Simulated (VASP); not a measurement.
A run of VASP 6.6.1:

File INCAR:

```
SYSTEM = Cr
PREC = Accurate
ENCUT = 520
EDIFF = 1E-7
ISMEAR = -1
SIGMA = 0.1
LREAL = .False.
LASPH = .True.
NELM = 100
ALGO = Normal
ISIF = 2
LWAVE = .False.
LCHARG = .False.
NBANDS = 19
```

The input KPOINTS:

```
regular mesh
0
Gamma
  18 18 18
  0 0 0
```

The input POSCAR:

```
Cr
1.0
    0.0000000000      2.3682847572      2.3682847572
    2.3682847572      0.0000000000      2.3682847572
    2.3682847572      2.3682847572      0.0000000000
Cr
2
Direct
    0.1250000000      0.1250000000      0.1250000000
    0.8750000000      0.8750000000      0.8750000000
```

Potentials or basis: VASP PAW LDA potentials, release 64 (Cr_pv).

Command:

```console
$ cat potpaw_LDA.64/Cr_pv/POTCAR > POTCAR
$ mpirun -np 1 vasp_std > vasp.out
```

Hardware: 1 thread of Intel Xeon 8259CL, with other jobs on the host.

**Question.** Estimate the wall time of this run.

**Answer.** Run time: 2 min on 1 thread of Intel Xeon 8259CL, with other jobs on the host, peak memory 0.2 GiB. Counts: scf iterations 12, k points 195.
